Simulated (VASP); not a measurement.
# Pt3PbC (Pm-3m) in VASP: further runs

Pt3PbC is run at these levels: PBE; tasks: single point.

Program: VASP 6.6.1. These are calculated values, not measurements. Logs are shortened: lines on timing, memory, paths and dates and some standing lists are left out, and cuts for length are marked.

## 1. The cell of the first run

It takes space group Pm-3m (No. 221, cubic). Conventional cell: a = 4.229 Å, b = 4.229 Å, c = 4.229 Å, α = 90.00°, β = 90.00°, γ = 90.00°. Within 2.8 Å of Pt (site symmetry 4/mmm) lie 2 C at 2.11 Å. Within 3.9 Å of Pb (site symmetry m-3m) lie 12 Pt at 2.99 Å and 8 C at 3.66 Å. C (site symmetry m-3m) has 6 Pt at 2.11 Å within 2.8 Å.

## 2. Single point, PBE

File INCAR:

```
PREC = Accurate ; ENCUT = 520
EDIFF = 1E-7 ; ISMEAR = -1
SIGMA = 0.1 ; LREAL = F
LASPH = T ; NELM = 80
ALGO = Normal ; ISIF = 2
LWAVE = F ; LCHARG = F
GGA = PE ; NBANDS = 32
```

File KPOINTS:

```
Automatic mesh
0
Gamma
  5 5 5
```

File POSCAR:

```
Pt3PbC
1.0
    4.2288162164      0.0000000000      0.0000000000
    0.0000000000      4.2288162164      0.0000000000
    0.0000000000      0.0000000000      4.2288162164
Pt Pb C
3 1 1
Direct
    0.0000000000      0.5000000000      0.5000000000
    0.5000000000      0.5000000000      0.0000000000
    0.5000000000      0.0000000000      0.5000000000
    0.0000000000      0.0000000000      0.0000000000
    0.5000000000      0.5000000000      0.5000000000
```

Potentials or basis: VASP PAW PBE potentials, release 64 (Pt, Pb_d, C).

Command:

```sh
> cat potpaw_PBE.64/Pt/POTCAR potpaw_PBE.64/Pb_d/POTCAR potpaw_PBE.64/C/POTCAR > POTCAR
> mpirun -np 1 vasp_std > vasp.out
```

OUTCAR:

```text
PREC = Accurate
   ENCUT = 520
   EDIFF = 1E-7
   ISMEAR = -1
   LREAL = F
   LASPH = T
   NELM = 80
   ISIF = 2
   GGA = PE

 ion  position               nearest neighbor table
   1  0.000  0.500  0.500-   5 2.11   5 2.11   4 2.99   2 2.99   2 2.99   4 2.99   3 2.99   4 2.99
                             4 2.99   2 2.99   3 2.99   3 2.99   2 2.99   3 2.99
   2  0.500  0.500  0.000-   5 2.11   5 2.11   4 2.99   1 2.99   1 2.99   3 2.99   3 2.99   3 2.99
                             4 2.99   3 2.99   1 2.99   4 2.99   1 2.99   4 2.99
   3  0.500  0.000  0.500-   5 2.11   5 2.11   4 2.99   1 2.99   2 2.99   4 2.99   1 2.99   2 2.99
                             2 2.99   2 2.99   1 2.99   4 2.99   4 2.99   1 2.99
   4  0.000  0.000  0.000-   1 2.99   2 2.99   3 2.99   1 2.99   3 2.99   1 2.99   2 2.99   1 2.99
                             2 2.99   3 2.99   3 2.99   2 2.99
   5  0.500  0.500  0.500-   1 2.11   2 2.11   3 2.11   2 2.11   3 2.11   1 2.11

  LATTYP: Found a simple cubic cell.
 ALAT       =     4.2288162164

  Lattice vectors:

 A1 = (   4.2288162164,   0.0000000000,   0.0000000000)
 A2 = (   0.0000000000,   4.2288162164,   0.0000000000)
 A3 = (   0.0000000000,   0.0000000000,   4.2288162164)

Analysis of symmetry for initial positions (statically):
=====================================================================
 Subroutine PRICEL returns:
 Original cell was already a primitive cell.

 Routine SETGRP: Setting up the symmetry group for a
 simple cubic supercell.

 Subroutine GETGRP returns: Found 48 space group operations
 (whereof 48 operations were pure point group operations)
 out of a pool of 48 trial point group operations.

The static configuration has the point symmetry O_h .

Analysis of symmetry for dynamics (positions and initial velocities):
=====================================================================
 Subroutine PRICEL returns:
 Original cell was already a primitive cell.

 Routine SETGRP: Setting up the symmetry group for a
 simple cubic supercell.

 Subroutine GETGRP returns: Found 48 space group operations
 (whereof 48 operations were pure point group operations)
 out of a pool of 48 trial point group operations.

The dynamic configuration has the point symmetry O_h .

 Subroutine INISYM returns: Found 48 space group operations
 (whereof 48 operations are pure point group operations),
 and found     1 'primitive' translations

----------------------------------------------------------------------------------------

                                     Primitive cell

  volume of cell :      75.6234

  direct lattice vectors                    reciprocal lattice vectors
     4.228816216  0.000000000  0.000000000     0.236472797  0.000000000  0.000000000
     0.000000000  4.228816216  0.000000000     0.000000000  0.236472797  0.000000000
     0.000000000  0.000000000  4.228816216     0.000000000  0.000000000  0.236472797

  length of vectors
     4.228816216  4.228816216  4.228816216     0.236472797  0.236472797  0.236472797

  position of ions in fractional coordinates (direct lattice)
     0.000000000  0.500000000  0.500000000
     0.500000000  0.500000000  0.000000000
     0.500000000  0.000000000  0.500000000
     0.000000000  0.000000000  0.000000000
     0.500000000  0.500000000  0.500000000

  ion indices of the primitive-cell ions
   primitive index   ion index
                 1           1
                 2           2
                 3           3
                 4           4
                 5           5

----------------------------------------------------------------------------------------

 KPOINTS: Automatic mesh

Automatic generation of k-mesh.
 Grid dimensions read from file:
 generate k-points for:    5    5    5

 Generating k-lattice:

  Cartesian coordinates                     Fractional coordinates (reciprocal lattice)
     0.047294559  0.000000000  0.000000000     0.200000000  0.000000000  0.000000000
     0.000000000  0.047294559  0.000000000     0.000000000  0.200000000  0.000000000
     0.000000000  0.000000000  0.047294559     0.000000000  0.000000000  0.200000000

  Length of vectors
     0.047294559  0.047294559  0.047294559

  Shift w.r.t. Gamma in fractional coordinates (k-lattice)
     0.000000000  0.000000000  0.000000000

 Subroutine IBZKPT returns following result:
 ===========================================

 Found     10 irreducible k-points:

 Following reciprocal coordinates:
            Coordinates               Weight
  0.000000  0.000000  0.000000      1.000000
  0.200000  0.000000  0.000000      6.000000
  0.400000  0.000000  0.000000      6.000000
  0.200000  0.200000  0.000000     12.000000
  0.400000  0.200000  0.000000     24.000000
  0.400000  0.400000  0.000000     12.000000
  0.200000  0.200000  0.200000      8.000000
  0.400000  0.200000  0.200000     24.000000
  0.400000  0.400000  0.200000     24.000000
  0.400000  0.400000  0.400000      8.000000
   k-points           NKPTS =     10   k-points in BZ     NKDIM =     10   number of bands    NBANDS=     32
   number of dos      NEDOS =    301   number of ions     NIONS =      5
   total plane-waves  NPLWV =  32768
   dimension x,y,z NGX =    32 NGY =   32 NGZ =   32
   dimension x,y,z NGXF=    64 NGYF=   64 NGZF=   64
   ions per type =               3   1   1
   NGX,Y,Z   is equivalent  to a cutoff of  12.58, 12.58, 12.58 a.u.
   NGXF,Y,Z  is equivalent  to a cutoff of  25.16, 25.16, 25.16 a.u.
 SYSTEM =  unknown system
   PREC   = accura    normal or accurate (medium, high low for compatibility)
   ISTART =      0    job   : 0-new  1-cont  2-samecut
   ICHARG =      2    charge: 1-file 2-atom 10-const
   ISPIN  =      1    spin polarized calculation?
   LNONCOLLINEAR =      F non collinear calculations
   LSORBIT =      F    spin-orbit coupling
   LASPH  =      T    aspherical Exc in radial PAW
   ENCUT  =  520.0 eV  38.22 Ry    6.18 a.u.   7.86  7.86  7.86*2*pi/ulx,y,z
   NELM   =     80;   NELMIN=  2; NELMDL= -5     # of ELM steps
   EDIFF  = 0.1E-06   stopping-criterion for ELM
   LREAL  =      F    real-space projection
   EDIFFG = 0.1E-05   stopping-criterion for IOM
   NSW    =      0    number of steps for IOM
   IBRION =     -1    ionic relax: 0-MD 1-quasi-New 2-CG
   NFREE  =      0    steps in history (QN), initial steepest desc. (CG)
   ISIF   =      2    stress and relaxation
   ISYM   =      2    0-nonsym 1-usesym 2-fastsym
   POTIM  = 0.5000    time-step for ionic-motion
   TEBEG  =    0.0;   TEEND  =   0.0 temperature during run
   PSTRESS=    0.0 pullay stress
   NELECT =      48.0000    total number of electrons
   NUPDOWN=      -1.0000    fix difference up-down
   EMIN   =  10.00;   EMAX   =-10.00  energy-range for DOS
   EFERMI =   0.00;   METHOD = LEGACY
   ISMEAR =    -1;   SIGMA  =   0.10  broadening in eV -4-tet -1-fermi 0-gaus
   EFERMI_NEDOS =   21; number of points for ismear=-14 and -15
   IALGO  =     38    algorithm
   IMIX   =      4    mixing-type and parameters
     AMIX     =   0.40;   BMIX     =  1.00
     AMIX_MAG =   1.60;   BMIX_MAG =  1.00
  volume/ion in A,a.u.               =      15.12       102.07
  Fermi-wavevector in a.u.,A,eV,Ry     =   1.406921  2.658696 26.931742  1.979427
  Thomas-Fermi vector in A             =   2.529233
   LORBIT       =      0    0 simple, 1 ext, 2 COOP (PROOUT), +10 PAW based schemes
   GGA     = PE    functional components
   LHFCALC =     F    Hartree Fock is set to
   AEXX    =    0.0000 exact exchange contribution
   IVDW    =     0    specifies the selected vdW correction
   LEPSILON=     F    determine dielectric tensor
   LRPA    =     F    only Hartree local field effects (RPA)
 non-spin polarized calculation
  energy-cutoff  :      520.00
  volume of cell :       75.62
 maximum number of plane-waves:      2052
 NGX is ok and might be reduce to    32
   NGX = 15   NGY = 15   NGZ = 15

 number of electron      48.0000004 magnetization

 Free energy of the ion-electron system (eV)
  ---------------------------------------------------
  ext. energy  EPLUGINS =         0.00000000
  ---------------------------------------------------
  free energy    TOTEN  =       -28.92023537 eV

  energy without entropy =      -28.79650003  energy(sigma->0) =      -28.85836770

 E-fermi :  10.5900     XC(G=0): -12.7391

 val. band max:       10.5230972641   @ k =   0.4000   0.0000   0.0000
 cond. band min:      10.6672534700   @ k =   0.2000   0.2000   0.2000
 fundamental gap:      0.1441562059
 Fermi energy:        10.5900115920

 k-point     1 :       0.0000    0.0000    0.0000
  band No.  band energies     occupation
      1      -6.0113      2.00000
      2      -6.0113      2.00000
      3      -5.9856      2.00000
      4      -5.9856      2.00000
      5      -5.9856      2.00000
      6      -3.9950      2.00000
[... 24 lines left out ...]
     31      16.4696      0.00000
     32      19.4734      0.00000

 k-point     2 :       0.2000    0.0000    0.0000
  band No.  band energies     occupation
      1      -6.0019      2.00000
      2      -5.9853      2.00000
      3      -5.9834      2.00000
      4      -5.9786      2.00000
      5      -5.9786      2.00000
      6      -3.7176      2.00000
[... 24 lines left out ...]
     31      17.3549      0.00000
     32      18.5837      0.00000

 k-point     3 :       0.4000    0.0000    0.0000
  band No.  band energies     occupation
      1      -5.9867      2.00000
      2      -5.9799      2.00000
      3      -5.9673      2.00000
      4      -5.9673      2.00000
      5      -5.9432      2.00000
      6      -3.1504      2.00000
[... 24 lines left out ...]
     31      17.9291      0.00000
     32      17.9291      0.00000

 k-point     4 :       0.2000    0.2000    0.0000
  band No.  band energies     occupation
      1      -5.9937      2.00000
      2      -5.9781      2.00000
      3      -5.9760      2.00000
      4      -5.9747      2.00000
      5      -5.9681      2.00000
      6      -3.4370      2.00000
[... 164 lines left out ...]
     31      17.6049      0.00000
     32      19.2448      0.00000

 k-point     9 :       0.4000    0.4000    0.2000
  band No.  band energies     occupation
      1      -6.0134      2.00000
      2      -5.9850      2.00000
      3      -5.9844      2.00000
      4      -5.9395      2.00000
      5      -5.9030      2.00000
      6      -1.9517      2.00000
[... 24 lines left out ...]
     31      18.4692      0.00000
     32      19.4531      0.00000

 k-point    10 :       0.4000    0.4000    0.4000
  band No.  band energies     occupation
      1      -6.0138      2.00000
      2      -6.0136      2.00000
      3      -6.0136      2.00000
      4      -5.9086      2.00000
      5      -5.9086      2.00000
      6      -1.2817      2.00000
[... 24 lines left out ...]
     31      18.7314      0.00000
     32      20.3755      0.00000

------------------------ aborting loop because EDIFF is reached ----------------------------------------

  FORCE on cell =-STRESS in cart. coord.  units (eV):
  Direction    XX          YY          ZZ          XY          YZ          ZX
  --------------------------------------------------------------------------------------
  -------------------------------------------------------------------------------------
  Total        7.4981488      7.4981488      7.4981488      0.0000000      0.0000000     -0.0000000
  in kB      158.8576763    158.8576763    158.8576763      0.0000000      0.0000000     -0.0000000
  external PRESSURE =     158.8576763 kB  Pullay stress =       0.0000000 kB

 VOLUME and BASIS-vectors are now :
 -----------------------------------------------------------------------------
  energy-cutoff  :      520.00
  volume of cell :       75.62
      direct lattice vectors                 reciprocal lattice vectors
     4.228816216  0.000000000  0.000000000     0.236472797  0.000000000  0.000000000
     0.000000000  4.228816216  0.000000000     0.000000000  0.236472797  0.000000000
     0.000000000  0.000000000  4.228816216     0.000000000  0.000000000  0.236472797

 POSITION                                       TOTAL-FORCE (eV/Angst)
 -----------------------------------------------------------------------------------
      0.00000      2.11441      2.11441         0.000000      0.000000      0.000000
      2.11441      2.11441      0.00000         0.000000      0.000000      0.000000
      2.11441      0.00000      2.11441         0.000000      0.000000      0.000000
      0.00000      0.00000      0.00000         0.000000      0.000000      0.000000
      2.11441      2.11441      2.11441         0.000000      0.000000      0.000000
 -----------------------------------------------------------------------------------
    total drift:                                0.000000     -0.000000     -0.000000

  FREE ENERGIE OF THE ION-ELECTRON SYSTEM (eV)
  ---------------------------------------------------
  free  energy   TOTEN  =       -28.9202353654 eV

  energy  without entropy=      -28.7965000293  energy(sigma->0) =      -28.85836770
```

Run time: 27 s. Hardware: 1 thread of Intel Xeon 6975P-C, shared host; peak memory 0.19 GiB.

What came out:

| Item | Value |
| --- | --- |
| Free energy | -28.9202 eV |
| Pressure | 15.9 GPa |
| Band gap on the k mesh | zero (band 24 reaches 10.67 eV, above the bottom of band 25 at 10.39 eV) |

Caveat: spin-orbit coupling is left out, which moves the levels of the heavy elements.

## 3. Single point, PBE

This run uses another cell than the first one, of 15.56 Å³/atom, 1.029 times its volume.

File INCAR:

```
SYSTEM = Pt3PbC
  PREC = Accurate
  ENCUT = 520
  EDIFF = 1E-7
  ISMEAR = -1
  SIGMA = 0.1
  LREAL = .FALSE.
  LASPH = .TRUE.
  NELM = 60
  ALGO = Normal
  ISIF = 2
  LWAVE = .FALSE.
  LCHARG = .TRUE.
  GGA = PE
  LELF = .TRUE.
  LVHAR = .TRUE.
  NBANDS = 32
```

File KPOINTS:

```
Automatic mesh
0
G
  5 5 5
  0 0 0
```

Changes to POSCAR since step 2:

```diff
@@ -2,5 +2,5 @@
 1.0
-    4.2288162164      0.0000000000      0.0000000000
-    0.0000000000      4.2288162164      0.0000000000
-    0.0000000000      0.0000000000      4.2288162164
+    4.2692858162      0.0000000000      0.0000000000
+    0.0000000000      4.2692858162      0.0000000000
+    0.0000000000      0.0000000000      4.2692858162
 Pt Pb C
```

Potentials or basis: VASP PAW PBE potentials, release 64 (Pt, Pb_d, C).

Command:

```sh
> cat potpaw_PBE.64/Pt/POTCAR potpaw_PBE.64/Pb_d/POTCAR potpaw_PBE.64/C/POTCAR > POTCAR
> mpirun -np 1 vasp_std > vasp.out
```

Wall time 29 s (1 thread of Intel Xeon 6975P-C, shared host); peak memory 0.19 GiB.

Results (log left out):

| Item | Value |
| --- | --- |
| Free energy | -29.0934 eV |
| Pressure | 9.4 GPa |
| Band gap on the k mesh | zero (band 24 reaches 10.17 eV, above the bottom of band 25 at 9.86 eV) |

Levels at points of the mesh, in eV from the Fermi level:
```tsv
k point	band 20	band 21	band 22	band 23	band 24	band 25	band 26	band 27	band 28	band 29
(0.00, 0.00, 0.00)	-2.21	-0.63	-0.63	-0.63	-0.62	0.35	1.19	1.19	1.19	4.15
```

Caveat: spin-orbit coupling is left out, which moves the levels of the heavy elements.
